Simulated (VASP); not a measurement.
# AlN (Fm-3m) in VASP: a series of runs, part 2 of 2

VASP 6.6.1.

### 4 Single point, PBE

This run uses another cell than the first one, of 8.76 Å³/atom, 0.981 times its volume.

Input file INCAR:

```
ALGO = Normal ; EDIFF = 1E-7
ENCUT = 520 ; GGA = PE
ISIF = 2 ; ISMEAR = -1
LASPH = True ; LCHARG = True
LELF = True ; LREAL = False
LVHAR = True ; LWAVE = False
NBANDS = 11 ; NELM = 80
PREC = Accurate ; SIGMA = 0.05
```

Input file KPOINTS:

```
k-points
0
Gamma
  11 11 11
```

Input file POSCAR:

```
AlN
1.0
    0.0000000000      2.0612910439      2.0612910439
    2.0612910439      0.0000000000      2.0612910439
    2.0612910439      2.0612910439      0.0000000000
Al N
1 1
Direct
    0.5000000000      0.5000000000      0.5000000000
    0.0000000000      0.0000000000      0.0000000000
```

On the command line:

```
$ cat potpaw_PBE.64/Al/POTCAR potpaw_PBE.64/N/POTCAR > POTCAR
$ mpirun -np 1 vasp_std > vasp.out
```

Wall time 4.2 s (1 thread of Intel Xeon 6975P-C (Granite Rapids), shared host); peak memory 0.13 GiB.

Results (log left out):

| Property | Result |
| --- | --- |
| Free energy | -14.5266 eV |
| Pressure | -9.1 GPa |
| Band gap on the k mesh | 4.19 eV, indirect (least direct gap 4.86 eV) |

Levels at points of the mesh, in eV from the valence-band top:
```tsv
k point	band 1	band 2	band 3	band 4	band 5	band 6	band 7	band 8	band 9
(0.00, 0.00, 0.00)	-17.04	0.00	0.00	0.00	4.86	11.98	11.98	11.98	16.96
```

A k mesh can miss the band edges. Expect the measured gap to be larger: semilocal functionals such as PBE lack the derivative discontinuity.

### 5 Single point, PBEsol (volume scaled by 1.02)

Input file INCAR:

```
PREC = Accurate ; ENCUT = 520
EDIFF = 1E-6 ; ISMEAR = -1
SIGMA = 0.05 ; LREAL = False
LASPH = True ; NELM = 60
ALGO = Normal ; ISIF = 2
LWAVE = False ; LCHARG = False
GGA = PS ; NBANDS = 11
```

Input file KPOINTS:

```
regular mesh
0
Gamma
  11 11 11
```

Input file POSCAR:

```
AlN
1.0
    0.0000000000      2.0479920218      2.0479920218
    2.0479920218      0.0000000000      2.0479920218
    2.0479920218      2.0479920218      0.0000000000
Al N
1 1
Direct
    0.5000000000      0.5000000000      0.5000000000
    0.0000000000      0.0000000000      0.0000000000
```

Potentials or basis: VASP PAW PBE potentials, release 64 (Al, N).

On the command line:

```
$ cat potpaw_PBE.64/Al/POTCAR potpaw_PBE.64/N/POTCAR > POTCAR
$ mpirun -np 1 vasp_std > vasp.out
```

OUTCAR:

```text
PREC = Accurate
   ENCUT = 520
   EDIFF = 1E-6
   ISMEAR = -1
   LREAL = False
   LASPH = True
   NELM = 60
   ISIF = 2
   GGA = PS

 ion  position               nearest neighbor table
   1  0.500  0.500  0.500-   2 2.05   2 2.05   2 2.05   2 2.05   2 2.05   2 2.05
   2  0.000  0.000  0.000-   1 2.05   1 2.05   1 2.05   1 2.05   1 2.05   1 2.05

  LATTYP: Found a face centered cubic cell.
 ALAT       =     4.0959840436

  Lattice vectors:

 A1 = (   0.0000000000,   2.0479920218,   2.0479920218)
 A2 = (   2.0479920218,   0.0000000000,   2.0479920218)
[... 513 lines left out ...]
      7      20.1360      0.00000
      8      21.6030      0.00000
      9      23.6038      0.00000
     10      27.5315      0.00000
     11      28.8602      0.00000

 [... further k-points ...]
[... 5 lines left out ...]
  --------------------------------------------------------------------------------------
  -------------------------------------------------------------------------------------
  Total       -0.9886804     -0.9886804     -0.9886804      0.0000000      0.0000000      0.0000000
  in kB      -92.2044209    -92.2044209    -92.2044209      0.0000000      0.0000000      0.0000000
  external PRESSURE =     -92.2044209 kB  Pullay stress =       0.0000000 kB

 VOLUME and BASIS-vectors are now :
 -----------------------------------------------------------------------------
  energy-cutoff  :      520.00
  volume of cell :       17.18
      direct lattice vectors                 reciprocal lattice vectors
     0.000000000  2.047992022  2.047992022    -0.244141576  0.244141576  0.244141576
     2.047992022  0.000000000  2.047992022     0.244141576 -0.244141576  0.244141576
     2.047992022  2.047992022  0.000000000     0.244141576  0.244141576 -0.244141576

 POSITION                                       TOTAL-FORCE (eV/Angst)
 -----------------------------------------------------------------------------------
      2.04799      2.04799      2.04799         0.000000     -0.000000      0.000000
      0.00000      0.00000      0.00000        -0.000000      0.000000     -0.000000
 -----------------------------------------------------------------------------------
    total drift:                                0.000000     -0.000000     -0.000000

  FREE ENERGIE OF THE ION-ELECTRON SYSTEM (eV)
  ---------------------------------------------------
  free  energy   TOTEN  =       -15.4304986564 eV

  energy  without entropy=      -15.4304986564  energy(sigma->0) =      -15.43049866
```

stdout:

```text
POSCAR found type information on POSCAR AlN
 POSCAR found :  2 types and       2 ions
 scaLAPACK will be used
 -----------------------------------------------------------------------------
|                                                                             |
|                                                                             |
|     You enforced a specific xc type in the INCAR file but a different       |
|     I HOPE YOU KNOW WHAT YOU ARE DOING!                                     |
|                                                                             |
 -----------------------------------------------------------------------------

 LDA part: xc-table for (Slater+PW92), standard interpolation
 POSCAR, INCAR and KPOINTS ok, starting setup
 FFT: planning ... GRIDC
 FFT: planning ... GRID_SOFT
 FFT: planning ... GRID
 WAVECAR not read
 entering main loop
```

Wall time 3.7 s (1 thread of Intel Xeon 6975P-C (Granite Rapids), shared host); peak memory 0.14 GiB.

Results:

```
Free energy            : -15.4305 eV
Pressure               : -9.2 GPa
Band gap on the k mesh : 4.32 eV, indirect (least direct gap 5.12 eV)
```

Caveat: the cell differs from its parent crystal (volume scaled by 1.02); the PAW data sets were made with another functional, which shifts forces and pressure a little. A k mesh can miss the band edges.

### 6 Single point, PBEsol

Input file INCAR:

```
SYSTEM = AlN
ALGO     = Normal         ! electronic algorithm
EDIFF    = 1E-6           ! SCF threshold, eV
ENCUT    = 520            ! plane-wave cutoff, eV
GGA      = PS             ! functional
ISIF     = 2              ! what is computed and relaxed
ISMEAR   = -1             ! smearing method
LASPH    = .TRUE.         ! aspherical terms in the spheres
LCHARG   = .FALSE.        ! write CHGCAR
LREAL    = .FALSE.        ! projectors in reciprocal space
LWAVE    = .FALSE.        ! write WAVECAR
NBANDS   = 11             ! bands
NELM     = 60             ! most SCF steps
PREC     = Accurate       ! precision mode
SIGMA    = 0.05           ! smearing width, eV
```

Input file KPOINTS:

```
k-points
0
G
  11 11 11
  0 0 0
```

Input file POSCAR:

```
AlN
1.0
    0.0000000000      2.0612910439      2.0612910439
    2.0612910439      0.0000000000      2.0612910439
    2.0612910439      2.0612910439      0.0000000000
Al N
1 1
Direct
    0.5000000000      0.5000000000      0.5000000000
    0.0000000000      0.0000000000      0.0000000000
```

Potentials or basis: VASP PAW PBE potentials, release 64 (Al, N).

On the command line:

```
$ cat potpaw_PBE.64/Al/POTCAR potpaw_PBE.64/N/POTCAR > POTCAR
$ mpirun -np 1 vasp_std > vasp.out
```

OUTCAR:

```text
SYSTEM = AlN
   EDIFF = 1E-6
   ENCUT = 520
   GGA = PS
   ISIF = 2
   ISMEAR = -1
   LASPH = .TRUE.
   LREAL = .FALSE.
   NELM = 60
   PREC = Accurate

 ion  position               nearest neighbor table
   1  0.500  0.500  0.500-   2 2.06   2 2.06   2 2.06   2 2.06   2 2.06   2 2.06
   2  0.000  0.000  0.000-   1 2.06   1 2.06   1 2.06   1 2.06   1 2.06   1 2.06

  LATTYP: Found a face centered cubic cell.
 ALAT       =     4.1225820878

  Lattice vectors:

 A1 = (   0.0000000000,   2.0612910439,   2.0612910439)
 A2 = (   2.0612910439,   0.0000000000,   2.0612910439)
[... 514 lines left out ...]
      8      21.1714      0.00000
      9      23.2692      0.00000
     10      27.1031      0.00000
     11      28.3153      0.00000

 [... further k-points ...]
[... 5 lines left out ...]
  --------------------------------------------------------------------------------------
  -------------------------------------------------------------------------------------
  Total       -1.4681630     -1.4681630     -1.4681630      0.0000000     -0.0000000      0.0000000
  in kB     -134.2879066   -134.2879066   -134.2879066      0.0000000     -0.0000000      0.0000000
  external PRESSURE =    -134.2879066 kB  Pullay stress =       0.0000000 kB

 VOLUME and BASIS-vectors are now :
 -----------------------------------------------------------------------------
  energy-cutoff  :      520.00
  volume of cell :       17.52
      direct lattice vectors                 reciprocal lattice vectors
     0.000000000  2.061291044  2.061291044    -0.242566425  0.242566425  0.242566425
     2.061291044  0.000000000  2.061291044     0.242566425 -0.242566425  0.242566425
     2.061291044  2.061291044  0.000000000     0.242566425  0.242566425 -0.242566425

 POSITION                                       TOTAL-FORCE (eV/Angst)
 -----------------------------------------------------------------------------------
      2.06129      2.06129      2.06129         0.000000     -0.000000      0.000000
      0.00000      0.00000      0.00000        -0.000000      0.000000     -0.000000
 -----------------------------------------------------------------------------------
    total drift:                                0.000000     -0.000000     -0.000000

  FREE ENERGIE OF THE ION-ELECTRON SYSTEM (eV)
  ---------------------------------------------------
  free  energy   TOTEN  =       -15.4068497436 eV

  energy  without entropy=      -15.4068497435  energy(sigma->0) =      -15.40684974
```

It took 3.6 s on 1 thread of Intel Xeon 6975P-C (Granite Rapids), shared host; peak memory 0.13 GiB.

What came out:

```yaml
Free_energy: -15.4068 eV
Pressure: -13.4 GPa
Band_gap_on_the_k_mesh: 4.14 eV, indirect (least direct gap 4.86 eV)
```

Caveat: the PAW data sets were made with another functional, which shifts forces and pressure a little.

### 7 The runs side by side

```tsv
level	cell	gap on the mesh (eV)	pressure (GPa)
r2SCAN	a = 2.934 Å, angles 60.0°, 2 atoms	4.85	-19.9
PBE	a = 2.858 Å, angles 60.0°, 2 atoms	4.75	5.3
PBE	a = 2.915 Å, angles 60.0°, 2 atoms	4.19	-9.1
PBEsol	a = 2.896 Å, angles 60.0°, 2 atoms	4.32	-9.2
PBEsol	a = 2.915 Å, angles 60.0°, 2 atoms	4.14	-13.4
```

Alike in all rows: task single point; potentials or basis VASP PAW PBE potentials, release 64 (Al, N); no spin polarisation; k mesh 11 × 11 × 11; cutoff (eV) 520; smearing fermi-dirac 0.05 eV.

Caveats: the PAW data sets were made with another functional, which shifts forces and pressure a little (some runs).

Total energies depend on the potentials used, so only differences within one code and one set of settings carry meaning.
